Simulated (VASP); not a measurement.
# Mg (P6_3/mmc) in VASP: a series of runs

Runs on Mg. Level: PBE. Tasks: single point, relaxation of cell and atoms.

Program: VASP 6.6.1. These are calculated values, not measurements. Logs are shortened: lines on timing, memory, paths and dates and some standing lists are left out, and cuts for length are marked.

**1. The cell of the first run**

The structure is hexagonal, space group P6_3/mmc (No. 194). The conventional cell has a = 3.210 Å, b = 3.210 Å, c = 5.138 Å, α = 90.00°, β = 90.00°, γ = 120.00°. Mg (site symmetry -6m2) has 12 Mg at 3.17 to 3.21 Å within 4.2 Å.

**2. Single point, PBE**

Contents of INCAR:

```
  PREC = Accurate
  ENCUT = 520
  EDIFF = 1E-6
  ISMEAR = 0
  SIGMA = 0.1
  LREAL = F
  LASPH = T
  NELM = 100
  ALGO = Normal
  ISIF = 2
  LWAVE = F
  LCHARG = F
  GGA = PE
  NBANDS = 9
```

Contents of KPOINTS:

```
regular mesh
0
Gamma
  15 15 8
```

Contents of POSCAR:

```
Mg
1.0
    3.2100636628      0.0000000000      0.0000000000
   -1.6050318314      2.7799966797      0.0000000000
    0.0000000000      0.0000000000      5.1379319477
Mg
2
Direct
    0.3333333333      0.6666666667      0.2500000000
    0.6666666667      0.3333333333      0.7500000000
```

Potentials or basis: VASP PAW PBE potentials, release 64 (Mg).

Command:

```console
> cat potpaw_PBE.64/Mg/POTCAR > POTCAR
> mpirun -np 1 vasp_std > vasp.out
```

OUTCAR:

```text
PREC = Accurate
   ENCUT = 520
   EDIFF = 1E-6
   ISMEAR = 0
   LREAL = F
   LASPH = T
   NELM = 100
   ISIF = 2
   GGA = PE

 ion  position               nearest neighbor table
   1  0.333  0.667  0.250-   2 3.17   2 3.17   2 3.17   2 3.17   2 3.17   2 3.17
   2  0.667  0.333  0.750-   1 3.17   1 3.17   1 3.17   1 3.17   1 3.17   1 3.17

  LATTYP: Found a hexagonal cell.
 ALAT       =     3.2100636628
 C/A-ratio  =     1.6005701093

  Lattice vectors:

 A1 = (   3.2100636628,   0.0000000000,   0.0000000000)
 A2 = (  -1.6050318314,   2.7799966797,   0.0000000000)
 A3 = (   0.0000000000,   0.0000000000,   5.1379319477)

Analysis of symmetry for initial positions (statically):
=====================================================================
 Subroutine PRICEL returns:
 Original cell was already a primitive cell.

 Routine SETGRP: Setting up the symmetry group for a
 hexagonal supercell.

 Subroutine GETGRP returns: Found 24 space group operations
 (whereof 12 operations were pure point group operations)
 out of a pool of 24 trial point group operations.

The static configuration has the point symmetry D_3d.
 The point group associated with its full space group is D_6h.

Analysis of symmetry for dynamics (positions and initial velocities):
=====================================================================
 Subroutine PRICEL returns:
 Original cell was already a primitive cell.

 Routine SETGRP: Setting up the symmetry group for a
 hexagonal supercell.

 Subroutine GETGRP returns: Found 24 space group operations
 (whereof 12 operations were pure point group operations)
 out of a pool of 24 trial point group operations.

The dynamic configuration has the point symmetry D_3d.
 The point group associated with its full space group is D_6h.

 Subroutine INISYM returns: Found 24 space group operations
 (whereof 12 operations are pure point group operations),
 and found     1 'primitive' translations

----------------------------------------------------------------------------------------

                                     Primitive cell

  volume of cell :      45.8507

  direct lattice vectors                    reciprocal lattice vectors
     3.210063663  0.000000000  0.000000000     0.311520301  0.179856330  0.000000000
    -1.605031831  2.779996680  0.000000000     0.000000000  0.359712660  0.000000000
     0.000000000  0.000000000  5.137931948     0.000000000  0.000000000  0.194630838

  length of vectors
     3.210063663  3.210063663  5.137931948     0.359712660  0.359712660  0.194630838

  position of ions in fractional coordinates (direct lattice)
     0.333333333  0.666666667  0.250000000
     0.666666667  0.333333333  0.750000000

  ion indices of the primitive-cell ions
   primitive index   ion index
                 1           1
                 2           2

----------------------------------------------------------------------------------------

 KPOINTS: regular mesh

Automatic generation of k-mesh.
 Grid dimensions read from file:
 generate k-points for:   15   15    8

 Generating k-lattice:

  Cartesian coordinates                     Fractional coordinates (reciprocal lattice)
     0.020768020  0.011990422  0.000000000     0.066666667  0.000000000  0.000000000
     0.000000000  0.023980844  0.000000000     0.000000000  0.066666667  0.000000000
     0.000000000  0.000000000  0.024328855     0.000000000  0.000000000  0.125000000

  Length of vectors
     0.023980844  0.023980844  0.024328855

  Shift w.r.t. Gamma in fractional coordinates (k-lattice)
     0.000000000  0.000000000  0.000000000

 Subroutine IBZKPT returns following result:
 ===========================================

 Found    135 irreducible k-points:

 Following reciprocal coordinates:
            Coordinates               Weight
  0.000000  0.000000  0.000000      1.000000
  0.066667  0.000000  0.000000      6.000000
  0.133333  0.000000  0.000000      6.000000
  0.200000 -0.000000  0.000000      6.000000
  0.266667  0.000000  0.000000      6.000000
  0.333333  0.000000  0.000000      6.000000
[... 16 lines left out ...]
  0.333333  0.200000  0.000000     12.000000
  0.400000  0.200000  0.000000      6.000000
 [... further k-points ...]
   k-points           NKPTS =    135   k-points in BZ     NKDIM =    135   number of bands    NBANDS=      9
   number of dos      NEDOS =    301   number of ions     NIONS =      2
   total plane-waves  NPLWV =  23040
   dimension x,y,z NGX =    24 NGY =   24 NGZ =   40
   dimension x,y,z NGXF=    48 NGYF=   48 NGZF=   80
   ions per type =               2
   NGX,Y,Z   is equivalent  to a cutoff of  12.43, 12.43, 12.94 a.u.
   NGXF,Y,Z  is equivalent  to a cutoff of  24.86, 24.86, 25.89 a.u.
 SYSTEM =  unknown system
   PREC   = accura    normal or accurate (medium, high low for compatibility)
   ISTART =      0    job   : 0-new  1-cont  2-samecut
   ICHARG =      2    charge: 1-file 2-atom 10-const
   ISPIN  =      1    spin polarized calculation?
   LNONCOLLINEAR =      F non collinear calculations
   LSORBIT =      F    spin-orbit coupling
   LASPH  =      T    aspherical Exc in radial PAW
   ENCUT  =  520.0 eV  38.22 Ry    6.18 a.u.   5.97  5.97  9.55*2*pi/ulx,y,z
   NELM   =    100;   NELMIN=  2; NELMDL= -5     # of ELM steps
   EDIFF  = 0.1E-05   stopping-criterion for ELM
   LREAL  =      F    real-space projection
   EDIFFG = 0.1E-04   stopping-criterion for IOM
   NSW    =      0    number of steps for IOM
   IBRION =     -1    ionic relax: 0-MD 1-quasi-New 2-CG
   NFREE  =      0    steps in history (QN), initial steepest desc. (CG)
   ISIF   =      2    stress and relaxation
   ISYM   =      2    0-nonsym 1-usesym 2-fastsym
   POTIM  = 0.5000    time-step for ionic-motion
   TEBEG  =    0.0;   TEEND  =   0.0 temperature during run
   PSTRESS=    0.0 pullay stress
   NELECT =       4.0000    total number of electrons
   NUPDOWN=      -1.0000    fix difference up-down
   EMIN   =  10.00;   EMAX   =-10.00  energy-range for DOS
   EFERMI =   0.00;   METHOD = LEGACY
   ISMEAR =     0;   SIGMA  =   0.10  broadening in eV -4-tet -1-fermi 0-gaus
   EFERMI_NEDOS =   21; number of points for ismear=-14 and -15
   IALGO  =     38    algorithm
   IMIX   =      4    mixing-type and parameters
     AMIX     =   0.40;   BMIX     =  1.00
     AMIX_MAG =   1.60;   BMIX_MAG =  1.00
  volume/ion in A,a.u.               =      22.93       154.71
  Fermi-wavevector in a.u.,A,eV,Ry     =   0.726072  1.372076  7.172717  0.527180
  Thomas-Fermi vector in A             =   1.816953
   LORBIT       =      0    0 simple, 1 ext, 2 COOP (PROOUT), +10 PAW based schemes
   GGA     = PE    functional components
   LHFCALC =     F    Hartree Fock is set to
   AEXX    =    0.0000 exact exchange contribution
   IVDW    =     0    specifies the selected vdW correction
   LEPSILON=     F    determine dielectric tensor
   LRPA    =     F    only Hartree local field effects (RPA)
 non-spin polarized calculation
 Gauss-broadening in eV      SIGMA  =   0.10
  energy-cutoff  :      520.00
  volume of cell :       45.85
 maximum number of plane-waves:      1254
 NGX is ok and might be reduce to    24
   NGX = 11   NGY = 11   NGZ = 19

 number of electron       4.0000000 magnetization

 Free energy of the ion-electron system (eV)
  ---------------------------------------------------
  ext. energy  EPLUGINS =         0.00000000
  ---------------------------------------------------
  free energy    TOTEN  =        -3.01499935 eV

  energy without entropy =       -3.01013324  energy(sigma->0) =       -3.01256630

 E-fermi :   2.6383     XC(G=0):  -8.4952

 val. band max:        2.6228216391   @ k =   0.3333   0.1333   0.1250
 cond. band min:       2.6530498461   @ k =   0.3333   0.1333   0.0000
 fundamental gap:      0.0302282070
 Fermi energy:         2.6382647068

 k-point     1 :       0.0000    0.0000    0.0000
  band No.  band energies     occupation
      1      -4.2969      2.00000
      2       1.0292      2.00000
      3       1.5319      2.00000
      4      13.4375      0.00000
      5      13.4375      0.00000
      6      13.5197      0.00000
      7      13.5197      0.00000
      8      14.5388      0.00000
      9      15.9235      0.00000

 k-point     2 :       0.0667    0.0000    0.0000
  band No.  band energies     occupation
      1      -4.2102      2.00000
      2       1.1083      2.00000
      3       1.6161      2.00000
      4      11.6843      0.00000
      5      12.4593      0.00000
      6      13.2841      0.00000
      7      14.6247      0.00000
      8      15.3693      0.00000
      9      16.3718      0.00000

 k-point     3 :       0.1333    0.0000    0.0000
  band No.  band energies     occupation
      1      -3.9504      2.00000
      2       1.3458      2.00000
      3       1.8667      2.00000
      4       9.6561      0.00000
      5      11.5845      0.00000
      6      12.3561      0.00000
      7      14.4259      0.00000
      8      15.1199      0.00000
      9      15.7551      0.00000

 k-point     4 :       0.2000   -0.0000    0.0000
  band No.  band energies     occupation
      1      -3.5189      2.00000
      2       1.7419      2.00000
      3       2.2759      2.00000
      4       7.7168      0.00000
      5      10.8559      0.00000
      6      11.3739      0.00000
      7      12.4948      0.00000
      8      13.7769      0.00000
      9      15.4568      0.00000

 k-point     5 :       0.2667    0.0000    0.0000
  band No.  band energies     occupation
      1      -2.9182      2.00000
      2       2.2969      2.00000
      3       2.8177      0.01115
      4       5.9308      0.00000
      5      10.2740      0.00000
      6      10.3387      0.00000
      7      10.6799      0.00000
      8      12.5533      0.00000
      9      14.8077      0.00000

 k-point     6 :       0.3333    0.0000    0.0000
  band No.  band energies     occupation
      1      -2.1513      2.00000
      2       3.0110      0.00000
      3       3.2802      0.00000
      4       4.5157      0.00000
      5       9.0096      0.00000
      6       9.1967      0.00000
      7       9.8384      0.00000
      8      11.6629      0.00000
      9      14.3144      0.00000
[... 169 lines left out ...]
 k-point    21 :       0.2000    0.2000    0.0000
  band No.  band energies     occupation
      1      -1.9817      2.00000
      2       3.1698      0.00000
      3       3.5625      0.00000
      4       5.3695      0.00000
      5       5.9415      0.00000
      6      10.0631      0.00000
      7      10.7323      0.00000
      8      10.9334      0.00000
      9      11.8259      0.00000

 k-point    22 :       0.2667    0.2000    0.0000
  band No.  band energies     occupation
      1      -1.1386      2.00000
      2       3.5337      0.00000
      3       3.9632      0.00000
      4       4.4901      0.00000
      5       5.6301      0.00000
      6       8.7211      0.00000
      7       9.7487      0.00000
      8      10.0759      0.00000
      9      11.2008      0.00000

 k-point    23 :       0.3333    0.2000    0.0000
  band No.  band energies     occupation
      1      -0.1378      2.00000
      2       2.2898      2.00000
      3       4.5087      0.00000
      4       4.9113      0.00000
      5       6.0237      0.00000
      6       7.3262      0.00000
      7       8.5333      0.00000
      8       9.7969      0.00000
      9      10.9216      0.00000

 k-point    24 :       0.4000    0.2000    0.0000
  band No.  band energies     occupation
      1       1.0090      2.00000
      2       1.0153      2.00000
      3       4.5034      0.00000
      4       5.8476      0.00000
      5       6.2356      0.00000
      6       6.5085      0.00000
      7       7.8248      0.00000
      8       9.7090      0.00000
      9      10.8347      0.00000

 [... further k-points ...]

------------------------ aborting loop because EDIFF is reached ----------------------------------------

  FORCE on cell =-STRESS in cart. coord.  units (eV):
  Direction    XX          YY          ZZ          XY          YZ          ZX
  --------------------------------------------------------------------------------------
  -------------------------------------------------------------------------------------
  Total       -0.0327141     -0.0327141     -0.0264101      0.0000000      0.0000000      0.0000000
  in kB       -1.1431403     -1.1431403     -0.9228571      0.0000000      0.0000000      0.0000000
  external PRESSURE =      -1.0697126 kB  Pullay stress =       0.0000000 kB

 VOLUME and BASIS-vectors are now :
 -----------------------------------------------------------------------------
  energy-cutoff  :      520.00
  volume of cell :       45.85
      direct lattice vectors                 reciprocal lattice vectors
     3.210063663  0.000000000  0.000000000     0.311520301  0.179856330  0.000000000
    -1.605031831  2.779996680  0.000000000     0.000000000  0.359712660  0.000000000
     0.000000000  0.000000000  5.137931948     0.000000000  0.000000000  0.194630838

 POSITION                                       TOTAL-FORCE (eV/Angst)
 -----------------------------------------------------------------------------------
     -0.00000      1.85333      1.28448        -0.000000      0.000000      0.000000
      1.60503      0.92667      3.85345         0.000000     -0.000000      0.000000
 -----------------------------------------------------------------------------------
    total drift:                               -0.000000      0.000000     -0.000000

  FREE ENERGIE OF THE ION-ELECTRON SYSTEM (eV)
  ---------------------------------------------------
  free  energy   TOTEN  =        -3.0149993550 eV

  energy  without entropy=       -3.0101332432  energy(sigma->0) =       -3.01256630
```

Run time: 11 s. Hardware: 1 thread of Intel Xeon 6975P-C (Granite Rapids), shared host; peak memory 0.19 GiB.

What came out:

* Free energy: -3.0150 eV
* Pressure: -0.1 GPa
* Band gap on the k mesh: zero (band 2 reaches 3.53 eV, above the bottom of band 3 at 1.53 eV)

**3. Relaxation of cell and atoms, PBE**

This run uses another cell than the first one, of 23.24 Å³/atom, 1.014 times its volume.

Contents of INCAR:

```
ALGO = Normal
EDIFF = 1E-6
EDIFFG = -0.005
ENCUT = 600
GGA = PE
IBRION = 2
ISIF = 3
ISMEAR = 0
LASPH = T
LCHARG = F
LREAL = F
LWAVE = F
NELM = 100
NSW = 100
PREC = Accurate
SIGMA = 0.1
```

Contents of KPOINTS:

```
k-points
0
Gamma
  15 15 8
```

Contents of POSCAR:

```
Mg
1.0
    3.2093000000      0.0000000000      0.0000000000
   -1.6046500000      2.7793353284      0.0000000000
    0.0000000000      0.0000000000      5.2103000000
Mg
2
Direct
    0.3333333333      0.6666666667      0.2500000000
    0.6666666667      0.3333333333      0.7500000000
```

Potentials or basis: VASP PAW PBE potentials, release 64 (Mg).

Command:

```console
> cat potpaw_PBE.64/Mg/POTCAR > POTCAR
> mpirun -np 1 vasp_std > vasp.out
```

It took 52 s on 1 thread of Intel Xeon 6975P-C (Granite Rapids), shared host; peak memory 0.21 GiB.

It converged, with:

| Quantity | Value |
| --- | --- |
| Free energy | -3.0151 eV |
| Relaxed volume | 22.85 Å³/atom |
| Relaxed cell | a = 3.206 Å, b = 3.206 Å, c = 5.134 Å, α = 90.00°, β = 90.00°, γ = 120.00° |
| Space group after relaxing (to 0.05 Å) | P6_3/mmc (No. 194) |
| Energy gained by relaxing | 1.2 meV/atom |
| Ionic steps | 6 |
| Pressure after relaxing | 0.0 GPa |
| Band gap on the k mesh | zero (band 2 reaches 3.55 eV, above the bottom of band 3 at 1.55 eV) |

The path:
```csv
step,energy change (eV),largest force (eV/Å),pressure (GPa),volume (Å³)
1,0.0000,0.0000,-0.59,46.47
2,-0.0019,0.0000,-0.16,45.91
3,-0.0022,0.0000,0.08,45.61
4,-0.0022,0.0000,0.10,45.59
5,-0.0024,0.0000,0.06,45.64
6,-0.0024,0.0000,0.02,45.69
```

Final structure:
```xyz
2
Lattice="3.2059 0.0000 0.0000 -1.6030 2.7764 0.0000 0.0000 0.0000 5.1335" Properties=species:S:1:pos:R:3 pbc="T T T"
Mg    0.0000    1.8510    1.2834
Mg    1.6030    0.9255    3.8501
```

Levels at points of the mesh, in eV from the Fermi level:
```tsv
k point	band 1	band 2	band 3	band 4	band 5	band 6
(0.00, 0.00, 0.00)	-6.95	-1.62	-1.11	10.82	10.82	10.91
(0.00, 0.00, 0.50)	-5.53	-5.53	5.26	5.26	11.58	11.58
```
